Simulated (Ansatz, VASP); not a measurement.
Two plane-wave programs on InPd

Contents of POSCAR:

```
InPd
1.0
    0.0000000000      2.7460700000      2.7460700000
    2.7460700000      0.0000000000      2.7460700000
    2.7460700000      2.7460700000      0.0000000000
In Pd
1 1
Direct
    0.0000000000      0.0000000000      0.0000000000
    0.5000000000      0.5000000000      0.5000000000
```

Contents of INCAR.step1:

```
SYSTEM = InPd
ALGO = Normal
EDIFF = 1E-5
ENCUT = 520
GGA = PE
ISIF = 2
ISMEAR = -1
LASPH = .True.
LCHARG = .False.
LREAL = .False.
LWAVE = .True.
NBANDS = 18
NELM = 80
PREC = Accurate
SIGMA = 0.05
```

Contents of INCAR.step2:

```
SYSTEM = InPd
AEXX = 0.25
ALGO = Normal
EDIFF = 1E-6
ENCUT = 520
GGA = PE
HFSCREEN = 0.3
ISIF = 2
ISMEAR = -1
ISTART = 1
LASPH = .True.
LCHARG = .False.
LHFCALC = .True.
LREAL = .False.
LWAVE = .False.
NBANDS = 18
NELM = 80
PREC = Accurate
PRECFOCK = Normal
SIGMA = 0.05
```

Contents of KPOINTS:

```
k-points
0
Gamma
  4 4 4
  0 0 0
```

File input.yaml:

```yaml
crystal:
  lattice:
    - [0.0, 2.74607, 2.74607]
    - [2.74607, 0.0, 2.74607]
    - [2.74607, 2.74607, 0.0]
  atoms:
    - { symbol: In, position: [0.0, 0.0, 0.0] }
    - { symbol: Pd, position: [0.5, 0.5, 0.5] }
hamiltonian:
  xc: { exchange: pbe, correlation: pbe, exx: { coeff: 0.25, omega: 0.3 } }
  pseudopotentials: { kind: paw }
kpoints:
  mp_grid: { grid: [4, 4, 4] }
  band_path:
    path:
      - [[0.0, 0.0, 0.0], [0.5, 0.0, 0.5], [0.5, 0.25, 0.75], [0.375, 0.375, 0.75], [0.0, 0.0, 0.0], [0.5, 0.5, 0.5], [0.625, 0.25, 0.625], [0.5, 0.25, 0.75], [0.5, 0.5, 0.5], [0.375, 0.375, 0.75]]
      - [[0.625, 0.25, 0.625], [0.5, 0.0, 0.5]]
    npoints: 4
scf:
  occupations: { method: fermi_dirac, width: 0.05 }
  n_extra_bands: 6
output:
  forces: true
  stress: true
  eigenvalues: true
  fatbands: false
```

Alike in both runs: functional PBE-based screened hybrid; k mesh 4 × 4 × 4; occupations fermi-dirac, width 0.05 eV; no spin polarisation.

```csv
,VASP,Ansatz
version,VASP 6.6.1,Ansatz 0.2.0
potentials or method,"VASP PAW PBE potentials, release 64 (In_d, Pd)",Ansatz PAW
plane-wave cutoff (eV),520,420
valence electrons in the cell,23,31
task,single point,band structure
```

|  | VASP | Ansatz | Ansatz less VASP |
| --- | --- | --- | --- |
| gap on the k mesh at the Fermi level (eV) | none | none | - |
| pressure (GPa) | -3.4 | -3.6 | -0.21 |

VASP's potentials were made for PBE, not for PBE-based screened hybrid. A gap of «none» marks a metal or a gap that the smearing closes. With one functional, cell and mesh, what is left measures potentials, basis and numerics. VASP's potentials hold 23 valence electrons a cell and Ansatz's 31, so a difference there can come from the potentials and not from the codes.

The k mesh is coarse, so the values compare programs but aren't converged.
